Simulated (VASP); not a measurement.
Here is a VASP 6.6.1 calculation.

The input INCAR:

```
SYSTEM = Os
PREC = Accurate
ENCUT = 520
EDIFF = 1E-7
ISMEAR = -1
SIGMA = 0.1
LREAL = .FALSE.
LASPH = .TRUE.
NELM = 60
ALGO = Normal
ISIF = 2
LWAVE = .FALSE.
LCHARG = .FALSE.
GGA = RP
NBANDS = 19
```

The input KPOINTS:

```
Automatic mesh
0
G
  11 11 15
  0 0 0
```

File POSCAR:

```
Os
1.0
    4.3382150826      0.0000000000      0.0000000000
   -2.1691075413      3.7570044686      0.0000000000
    0.0000000000      0.0000000000      2.7318411374
Os
3
Direct
    1.0000000000      1.0000000000      1.0000000000
    0.3333333333      0.6666666667      0.5000000000
    0.6666666667      0.3333333333      0.5000000000
```

Potentials or basis: VASP PAW PBE potentials, release 64 (Os).

The run is started by

```sh
$ cat potpaw_PBE.64/Os/POTCAR > POTCAR
$ mpirun -np 1 vasp_std > vasp.out
```

Problem. Predict the band gap on the k mesh.

Solution. Zero (bands 12 and 13 overlap by 2.49 eV).

Problem. Predict the pressure.

Solution. -0.4 GPa.

Stress tensor (GPa, compression positive):
```
-0.59  0.00  0.00
 0.00 -0.59  0.00
 0.00  0.00 -0.12
```

Caveat: the PAW data sets were made with another functional, which shifts forces and pressure a little; spin-orbit coupling is left out, which moves the levels of the heavy elements.
